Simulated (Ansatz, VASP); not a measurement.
# InP in VASP and in Ansatz

Contents of INCAR:

```
SYSTEM = InP
PREC = Accurate
ENCUT = 520
EDIFF = 1E-7
ISMEAR = 0
SIGMA = 0.05
LREAL = .FALSE.
LASPH = .TRUE.
NELM = 60
ALGO = Normal
ISIF = 2
LWAVE = .FALSE.
LCHARG = .FALSE.
GGA = PE
NBANDS = 16
```

File KPOINTS:

```
Automatic mesh
0
G
  6 6 6
  0 0 0
```

Contents of POSCAR:

```
InP
1.0
    0.0000000000      2.9598050000      2.9305000000
    2.9598050000      0.0000000000      2.9305000000
    2.9598050000      2.9598050000      0.0000000000
In P
1 1
Direct
    0.0000000000      0.0000000000      0.0000000000
    0.2500000000      0.2500000000      0.2500000000
```

Input for Ansatz:

```yaml
crystal:
  lattice:
    - [0.0, 2.959805, 2.9305]
    - [2.959805, 0.0, 2.9305]
    - [2.959805, 2.959805, 0.0]
  atoms:
    - { symbol: In, position: [0.0, 0.0, 0.0] }
    - { symbol: P, position: [0.25, 0.25, 0.25] }
basis:
  ecutwfc: 520.0
kpoints:
  mp_grid:
    grid: [6, 6, 6]
hamiltonian:
  xc: pbe
  pseudopotentials:
    kind: paw
scf:
  occupations:
    method: gaussian
    width: 0.05
output:
  stress: true
```

Alike in both runs: task single point; functional PBE; k mesh 6 × 6 × 6; occupations gaussian, width 0.05 eV; no spin polarisation.

|  | VASP | Ansatz |
| --- | --- | --- |
| version | VASP 6.6.1 | Ansatz 0.2.0 |
| potentials or method | VASP PAW PBE potentials, release 64 (In_d, P), cutoff 520 eV | plane waves, PAW |
| valence electrons in the cell | 18 | 18 |

```csv
,VASP,Ansatz,Ansatz less VASP
pressure (GPa),1.9,1.9,+0.04
"traceless stress, the component that is largest in VASP (GPa)",0.26,0.26,0.000
```
